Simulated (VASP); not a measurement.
# W (Im-3m) in VASP: notebook

W is run at these levels: PBE, r2SCAN; tasks: single point.

Program: VASP 6.6.1. These are calculated values, not measurements. Logs are shortened: lines on timing, memory, paths and dates and some standing lists are left out, and cuts for length are marked.

## 1. The cell of the first run

The structure is cubic, space group Im-3m (No. 229). Conventional cell: a = 3.185 Å, b = 3.185 Å, c = 3.185 Å, α = 90.00°, β = 90.00°, γ = 90.00°. W (site symmetry m-3m) has 14 W at 2.76 to 3.18 Å within 3.6 Å.

## 2. Single point, PBE (16.15 Å³/atom)

Input file INCAR:

```
PREC = Accurate
ENCUT = 520
EDIFF = 1E-6
ISMEAR = 0
SIGMA = 0.05
LREAL = False
LASPH = True
NELM = 60
ALGO = Normal
ISIF = 2
LWAVE = False
LCHARG = True
GGA = PE
LELF = True
LVHAR = True
NBANDS = 13
```

Input file KPOINTS:

```
regular mesh
0
Gamma
  8 8 8
```

Input file POSCAR:

```
W
1.0
   -1.5923787430      1.5923787430      1.5923787430
    1.5923787430     -1.5923787430      1.5923787430
    1.5923787430      1.5923787430     -1.5923787430
W
1
Direct
    0.0000000000      0.0000000000      0.0000000000
```

Potentials or basis: VASP PAW PBE potentials, release 64 (W_sv).

The run is started by

```bash
cat potpaw_PBE.64/W_sv/POTCAR > POTCAR
mpirun -np 1 vasp_std > vasp.out
```

OUTCAR:

```text
PREC = Accurate
   ENCUT = 520
   EDIFF = 1E-6
   ISMEAR = 0
   LREAL = False
   LASPH = True
   NELM = 60
   ISIF = 2
   GGA = PE

 ion  position               nearest neighbor table
   1  0.000  0.000  0.000-

  LATTYP: Found a body centered cubic cell.
 ALAT       =     3.1847574860

  Lattice vectors:

 A1 = (  -1.5923787430,   1.5923787430,   1.5923787430)
 A2 = (   1.5923787430,  -1.5923787430,   1.5923787430)
 A3 = (   1.5923787430,   1.5923787430,  -1.5923787430)

Analysis of symmetry for initial positions (statically):
=====================================================================
 Subroutine PRICEL returns:
 Original cell was already a primitive cell.

 Routine SETGRP: Setting up the symmetry group for a
 body centered cubic supercell.

 Subroutine GETGRP returns: Found 48 space group operations
 (whereof 48 operations were pure point group operations)
 out of a pool of 48 trial point group operations.

The static configuration has the point symmetry O_h .

Analysis of symmetry for dynamics (positions and initial velocities):
=====================================================================
 Subroutine PRICEL returns:
 Original cell was already a primitive cell.

 Routine SETGRP: Setting up the symmetry group for a
 body centered cubic supercell.

 Subroutine GETGRP returns: Found 48 space group operations
 (whereof 48 operations were pure point group operations)
 out of a pool of 48 trial point group operations.

The dynamic configuration has the point symmetry O_h .

 Subroutine INISYM returns: Found 48 space group operations
 (whereof 48 operations are pure point group operations),
 and found     1 'primitive' translations

----------------------------------------------------------------------------------------

                                     Primitive cell

  volume of cell :      16.1510

  direct lattice vectors                    reciprocal lattice vectors
    -1.592378743  1.592378743  1.592378743     0.000000000  0.313995651  0.313995651
     1.592378743 -1.592378743  1.592378743     0.313995651  0.000000000  0.313995651
     1.592378743  1.592378743 -1.592378743     0.313995651  0.313995651  0.000000000

  length of vectors
     2.758080888  2.758080888  2.758080888     0.444056908  0.444056908  0.444056908

  position of ions in fractional coordinates (direct lattice)
     0.000000000  0.000000000  0.000000000

  ion indices of the primitive-cell ions
   primitive index   ion index
                 1           1

----------------------------------------------------------------------------------------

 KPOINTS: regular mesh

Automatic generation of k-mesh.
 Grid dimensions read from file:
 generate k-points for:    8    8    8

 Generating k-lattice:

  Cartesian coordinates                     Fractional coordinates (reciprocal lattice)
     0.000000000  0.039249456  0.039249456     0.125000000  0.000000000  0.000000000
     0.039249456  0.000000000  0.039249456     0.000000000  0.125000000  0.000000000
     0.039249456  0.039249456  0.000000000     0.000000000  0.000000000  0.125000000

  Length of vectors
     0.055507114  0.055507114  0.055507114

  Shift w.r.t. Gamma in fractional coordinates (k-lattice)
     0.000000000  0.000000000  0.000000000

 Subroutine IBZKPT returns following result:
 ===========================================

 Found     29 irreducible k-points:

 Following reciprocal coordinates:
            Coordinates               Weight
  0.000000  0.000000  0.000000      1.000000
  0.125000  0.000000  0.000000     12.000000
  0.250000  0.000000  0.000000     12.000000
  0.375000  0.000000  0.000000     12.000000
  0.500000  0.000000  0.000000      6.000000
  0.125000  0.125000  0.000000     24.000000
[... 16 lines left out ...]
 -0.250000  0.250000  0.250000      6.000000
 -0.375000  0.375000  0.250000     24.000000
 [... further k-points ...]
   k-points           NKPTS =     29   k-points in BZ     NKDIM =     29   number of bands    NBANDS=     13
   number of dos      NEDOS =    301   number of ions     NIONS =      1
   total plane-waves  NPLWV =  13824
   dimension x,y,z NGX =    24 NGY =   24 NGZ =   24
   dimension x,y,z NGXF=    48 NGYF=   48 NGZF=   48
   ions per type =               1
   NGX,Y,Z   is equivalent  to a cutoff of  14.47, 14.47, 14.47 a.u.
   NGXF,Y,Z  is equivalent  to a cutoff of  28.93, 28.93, 28.93 a.u.
 SYSTEM =  unknown system
   PREC   = accura    normal or accurate (medium, high low for compatibility)
   ISTART =      0    job   : 0-new  1-cont  2-samecut
   ICHARG =      2    charge: 1-file 2-atom 10-const
   ISPIN  =      1    spin polarized calculation?
   LNONCOLLINEAR =      F non collinear calculations
   LSORBIT =      F    spin-orbit coupling
   LASPH  =      T    aspherical Exc in radial PAW
   ENCUT  =  520.0 eV  38.22 Ry    6.18 a.u.   5.13  5.13  5.13*2*pi/ulx,y,z
   NELM   =     60;   NELMIN=  2; NELMDL= -5     # of ELM steps
   EDIFF  = 0.1E-05   stopping-criterion for ELM
   LREAL  =      F    real-space projection
   EDIFFG = 0.1E-04   stopping-criterion for IOM
   NSW    =      0    number of steps for IOM
   IBRION =     -1    ionic relax: 0-MD 1-quasi-New 2-CG
   NFREE  =      0    steps in history (QN), initial steepest desc. (CG)
   ISIF   =      2    stress and relaxation
   ISYM   =      2    0-nonsym 1-usesym 2-fastsym
   POTIM  = 0.5000    time-step for ionic-motion
   TEBEG  =    0.0;   TEEND  =   0.0 temperature during run
   PSTRESS=    0.0 pullay stress
   NELECT =      14.0000    total number of electrons
   NUPDOWN=      -1.0000    fix difference up-down
   EMIN   =  10.00;   EMAX   =-10.00  energy-range for DOS
   EFERMI =   0.00;   METHOD = LEGACY
   ISMEAR =     0;   SIGMA  =   0.05  broadening in eV -4-tet -1-fermi 0-gaus
   EFERMI_NEDOS =   21; number of points for ismear=-14 and -15
   IALGO  =     38    algorithm
   IMIX   =      4    mixing-type and parameters
     AMIX     =   0.40;   BMIX     =  1.00
     AMIX_MAG =   1.60;   BMIX_MAG =  1.00
  volume/ion in A,a.u.               =      16.15       108.99
  Fermi-wavevector in a.u.,A,eV,Ry     =   1.560934  2.949737 33.150788  2.436514
  Thomas-Fermi vector in A             =   2.664073
   LORBIT       =      0    0 simple, 1 ext, 2 COOP (PROOUT), +10 PAW based schemes
   GGA     = PE    functional components
   LHFCALC =     F    Hartree Fock is set to
   AEXX    =    0.0000 exact exchange contribution
   IVDW    =     0    specifies the selected vdW correction
   LEPSILON=     F    determine dielectric tensor
   LRPA    =     F    only Hartree local field effects (RPA)
 non-spin polarized calculation
 Gauss-broadening in eV      SIGMA  =   0.05
  energy-cutoff  :      520.00
  volume of cell :       16.15
 maximum number of plane-waves:       466
 NGX is ok and might be reduce to    24
   NGX = 11   NGY = 11   NGZ = 11

 number of electron      14.0000002 magnetization

 Free energy of the ion-electron system (eV)
  ---------------------------------------------------
  ext. energy  EPLUGINS =         0.00000000
  ---------------------------------------------------
  free energy    TOTEN  =       -12.95603511 eV

  energy without entropy =      -12.95603511  energy(sigma->0) =      -12.95603511

 E-fermi :  10.9568     XC(G=0): -13.5346

 val. band max:       10.6852439824   @ k =   0.1250   0.0000   0.0000
 cond. band min:      11.2528187490   @ k =  -0.2500   0.2500   0.1250
 fundamental gap:      0.5675747666
 Fermi energy:        10.9568304026

 k-point     1 :       0.0000    0.0000    0.0000
  band No.  band energies     occupation
      1     -63.0301      2.00000
      2     -26.6191      2.00000
      3     -26.6191      2.00000
      4     -26.6191      2.00000
      5       1.6416      2.00000
      6       9.9801      2.00000
      7       9.9801      2.00000
      8       9.9801      2.00000
      9      13.3935      0.00000
     10      13.3935      0.00000
     11      25.6482      0.00000
     12      25.6482      0.00000
     13      25.6482      0.00000

 k-point     2 :       0.1250    0.0000    0.0000
  band No.  band energies     occupation
      1     -63.0122      2.00000
      2     -26.8085      2.00000
      3     -26.6788      2.00000
      4     -26.6199      2.00000
      5       2.3562      2.00000
      6       9.5641      2.00000
      7       9.8366      2.00000
      8      10.6852      2.00000
      9      12.8691      0.00000
     10      13.4097      0.00000
     11      26.1709      0.00000
     12      26.8736      0.00000
     13      27.1794      0.00000

 k-point     3 :       0.2500    0.0000    0.0000
  band No.  band energies     occupation
      1     -62.9687      2.00000
      2     -27.2475      2.00000
      3     -26.8203      2.00000
      4     -26.6221      2.00000
      5       4.0220      2.00000
      6       8.6993      2.00000
      7       9.3600      2.00000
      8      12.6751      0.00000
      9      12.7803      0.00000
     10      13.5783      0.00000
     11      25.8288      0.00000
     12      27.4582      0.00000
     13      30.1143      0.00000
[... 305 lines left out ...]
 k-point    23 :      -0.2500    0.2500    0.2500
  band No.  band energies     occupation
      1     -62.9149      2.00000
      2     -27.2692      2.00000
      3     -27.0374      2.00000
      4     -27.0374      2.00000
      5       6.0017      2.00000
      6       8.4518      2.00000
      7      10.6560      2.00000
      8      10.6560      2.00000
      9      12.5119      0.00000
     10      14.5753      0.00000
     11      25.5300      0.00000
     12      30.3300      0.00000
     13      30.3300      0.00000

 k-point    24 :      -0.3750    0.3750    0.2500
  band No.  band energies     occupation
      1     -62.8766      2.00000
      2     -27.5239      2.00000
      3     -27.1860      2.00000
      4     -27.0723      2.00000
      5       6.7083      2.00000
      6       7.4442      2.00000
      7      10.6627      2.00000
      8      11.4404      0.00000
      9      14.8173      0.00000
     10      15.4459      0.00000
     11      24.6105      0.00000
     12      27.0755      0.00000
     13      28.2568      0.00000

 [... further k-points ...]

------------------------ aborting loop because EDIFF is reached ----------------------------------------

  FORCE on cell =-STRESS in cart. coord.  units (eV):
  Direction    XX          YY          ZZ          XY          YZ          ZX
  --------------------------------------------------------------------------------------
  -------------------------------------------------------------------------------------
  Total        0.0503882      0.0503882      0.0503882      0.0000000      0.0000000      0.0000000
  in kB        4.9985075      4.9985075      4.9985075      0.0000000      0.0000000      0.0000000
  external PRESSURE =       4.9985075 kB  Pullay stress =       0.0000000 kB

 VOLUME and BASIS-vectors are now :
 -----------------------------------------------------------------------------
  energy-cutoff  :      520.00
  volume of cell :       16.15
      direct lattice vectors                 reciprocal lattice vectors
    -1.592378743  1.592378743  1.592378743     0.000000000  0.313995651  0.313995651
     1.592378743 -1.592378743  1.592378743     0.313995651  0.000000000  0.313995651
     1.592378743  1.592378743 -1.592378743     0.313995651  0.313995651  0.000000000

 POSITION                                       TOTAL-FORCE (eV/Angst)
 -----------------------------------------------------------------------------------
      0.00000      0.00000      0.00000        -0.000000     -0.000000      0.000000
 -----------------------------------------------------------------------------------
    total drift:                                0.000000      0.000000      0.000000

  FREE ENERGIE OF THE ION-ELECTRON SYSTEM (eV)
  ---------------------------------------------------
  free  energy   TOTEN  =       -12.9560351127 eV

  energy  without entropy=      -12.9560351127  energy(sigma->0) =      -12.95603511
```

Run time: 5.4 s. Hardware: 1 thread of Intel Xeon 8259CL, shared host; peak memory 0.14 GiB.

Results:

| Item | Value |
| --- | --- |
| Free energy | -12.9560 eV |
| Pressure | 0.5 GPa |
| Band gap on the k mesh | zero (bands 7 and 8 overlap by 6.23 eV) |

Caveat: spin-orbit coupling is left out, which moves the levels of the heavy elements.

## 3. Single point, r2SCAN (15.63 Å³/atom)

This run uses another cell than the first one, of 15.63 Å³/atom.

Input file POSCAR:

```
W
1.0
   -1.5752022110      1.5752022110      1.5752022110
    1.5752022110     -1.5752022110      1.5752022110
    1.5752022110      1.5752022110     -1.5752022110
W
1
Direct
    0.0000000000      0.0000000000      0.0000000000
```

Input file INCAR.step1:

```
SYSTEM = W
PREC = Accurate
ENCUT = 520
ISMEAR = 0
SIGMA = 0.05
LREAL = .FALSE.
LASPH = .TRUE.
NELM = 100
NBANDS = 13
GGA = PE
ALGO = Normal
EDIFF = 1E-4
LWAVE = .TRUE.
LCHARG = .FALSE.
```

Input file INCAR.step2:

```
SYSTEM = W
PREC = Accurate
ENCUT = 520
EDIFF = 1E-6
ISMEAR = 0
SIGMA = 0.05
LREAL = .FALSE.
LASPH = .TRUE.
NELM = 100
ALGO = Normal
ISIF = 2
LWAVE = .FALSE.
LCHARG = .FALSE.
METAGGA = R2SCAN
LMIXTAU = .TRUE.
NBANDS = 13
ISTART = 1
```

Input file KPOINTS:

```
Automatic mesh
0
G
  18 18 18
  0 0 0
```

Potentials or basis: VASP PAW PBE potentials, release 64 (W_sv).

The run is started by

```bash
cat potpaw_PBE.64/W_sv/POTCAR > POTCAR
cp INCAR.step1 INCAR
mpirun -np 1 vasp_std > vasp.out
cp INCAR.step2 INCAR
mpirun -np 1 vasp_std > vasp.out
```

OUTCAR:

```text
SYSTEM = W
   PREC = Accurate
   ENCUT = 520
   EDIFF = 1E-6
   ISMEAR = 0
   LREAL = .FALSE.
   LASPH = .TRUE.
   NELM = 100
   ISIF = 2
   METAGGA = R2SCAN
   ISTART = 1

 ion  position               nearest neighbor table
   1  0.000  0.000  0.000-

  LATTYP: Found a body centered cubic cell.
 ALAT       =     3.1504044220

  Lattice vectors:

[... 561 lines left out ...]
      9      15.2144      0.00000
     10      18.2559      0.00000
     11      23.2168      0.00000
     12      24.7662      0.00000
     13      29.3079      0.00000

 [... further k-points ...]

------------------------ aborting loop because EDIFF is reached ----------------------------------------

  FORCE on cell =-STRESS in cart. coord.  units (eV):
  Direction    XX          YY          ZZ          XY          YZ          ZX
  --------------------------------------------------------------------------------------
  -------------------------------------------------------------------------------------
  Total        0.6783743      0.6783743      0.6783743      0.0000000      0.0000000      0.0000000
  in kB       69.5202012     69.5202012     69.5202012      0.0000000      0.0000000      0.0000000
  external PRESSURE =      69.5202012 kB  Pullay stress =       0.0000000 kB

 VOLUME and BASIS-vectors are now :
 -----------------------------------------------------------------------------
  energy-cutoff  :      520.00
  volume of cell :       15.63
      direct lattice vectors                 reciprocal lattice vectors
    -1.575202211  1.575202211  1.575202211     0.000000000  0.317419565  0.317419565
     1.575202211 -1.575202211  1.575202211     0.317419565  0.000000000  0.317419565
     1.575202211  1.575202211 -1.575202211     0.317419565  0.317419565  0.000000000

 POSITION                                       TOTAL-FORCE (eV/Angst)
 -----------------------------------------------------------------------------------
      0.00000      0.00000      0.00000         0.000000     -0.000000     -0.000000
 -----------------------------------------------------------------------------------
    total drift:                                0.000000     -0.000000      0.000000

  FREE ENERGIE OF THE ION-ELECTRON SYSTEM (eV)
  ---------------------------------------------------
  free  energy   TOTEN  =       -51.3391373128 eV

  energy  without entropy=      -51.3380551355  energy(sigma->0) =      -51.33859622
```

Run time: 1.9 min. Hardware: 1 thread of Intel Xeon 8259CL, shared host; peak memory 0.16 GiB.

What came out:

* Free energy: -51.3391 eV
* Pressure: 7.0 GPa
* Band gap on the k mesh: zero (bands 7 and 8 overlap by 6.75 eV)

Levels at points of the mesh, in eV from the Fermi level:
| k point | band 4 | band 5 | band 6 | band 7 | band 8 | band 9 | band 10 | band 11 |
| --- | --- | --- | --- | --- | --- | --- | --- | --- |
| (0.00, 0.00, 0.00) | -38.92 | -10.20 | -1.30 | -1.30 | -1.30 | 2.61 | 2.61 | 15.30 |
| (0.50, 0.00, 0.00) | -38.93 | -6.65 | -3.81 | 0.59 | 2.45 | 3.52 | 6.48 | 11.91 |
| (0.50, 0.50, 0.50) | -39.92 | -6.13 | -6.13 | 5.45 | 5.45 | 5.45 | 8.67 | 8.67 |

Caveat: the cell stands under pressure; the PAW data sets were made with another functional, which shifts forces and pressure a little; spin-orbit coupling is left out, which moves the levels of the heavy elements.
